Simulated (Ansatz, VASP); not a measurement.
## Pb3S: VASP beside Ansatz

INCAR

```
SYSTEM = Pb3S
PREC     = Accurate       ! precision mode
ENCUT    = 520            ! plane-wave cutoff, eV
EDIFF    = 1E-6           ! SCF threshold, eV
ISMEAR   = 0              ! smearing method
SIGMA    = 0.1            ! smearing width, eV
LREAL    = .False.        ! projectors in reciprocal space
LASPH    = .True.         ! aspherical terms in the spheres
NELM     = 60             ! most SCF steps
ALGO     = Normal         ! electronic algorithm
ISIF     = 2              ! what is computed and relaxed
LWAVE    = .False.        ! write WAVECAR
LCHARG   = .True.         ! write CHGCAR
GGA      = PE             ! functional
LELF     = .True.         ! ELF
LVHAR    = .True.       
NBANDS   = 32             ! bands
```

Contents of KPOINTS:

```
Automatic mesh
0
Gamma
  4 4 4
  0 0 0
```

The input POSCAR:

```
Pb3S
1.0
    4.8304731700      0.0000000000      0.0000000000
    0.0000000000      4.8304731700      0.0000000000
    0.0000000000      0.0000000000      4.8304731700
Pb S
3 1
Direct
    0.5000000000      0.5000000000      0.0000000000
    0.0000000000      0.5000000000      0.5000000000
    0.5000000000      0.0000000000      0.5000000000
    0.0000000000      0.0000000000      0.0000000000
```

Input for Ansatz:

```yaml
crystal:
  lattice:
    - [4.83047317, 0.0, 0.0]
    - [0.0, 4.83047317, 0.0]
    - [0.0, 0.0, 4.83047317]
  atoms:
    - { symbol: Pb, position: [0.5, 0.5, 0.0] }
    - { symbol: Pb, position: [0.0, 0.5, 0.5] }
    - { symbol: Pb, position: [0.5, 0.0, 0.5] }
    - { symbol: S, position: [0.0, 0.0, 0.0] }
basis:
  ecutwfc: 420
kpoints:
  mp_grid: { grid: [4, 4, 4] }
hamiltonian:
  xc: pbe
scf:
  occupations: { method: gaussian, width: 0.1 }
  lower_state_search: "off"
output:
  forces: true
  stress: true
  eigenvalues: true
```

Change from the starting cell: species swapped into the SmPb3 type (Pm-3m, No. 221).

Alike in both runs: task single point; functional PBE; k mesh 4 × 4 × 4; occupations gaussian, width 0.1 eV; no spin polarisation.

```csv
,VASP,Ansatz
version,VASP 6.6.1,Ansatz 0.2.0
potentials or method,"VASP PAW PBE potentials, release 64 (Pb_d, S), cutoff 520 eV","scalar-relativistic, plane waves, PAW"
valence electrons in the cell,48,48
```

|  | VASP | Ansatz | Ansatz less VASP |
| --- | --- | --- | --- |
| gap on the k mesh at the Fermi level (eV) | none | none | - |
| pressure (GPa) | 0.4 | 0.4 | +0.07 |

A gap of «none» marks a metal or a gap that the smearing closes.

Spin-orbit coupling is off throughout.
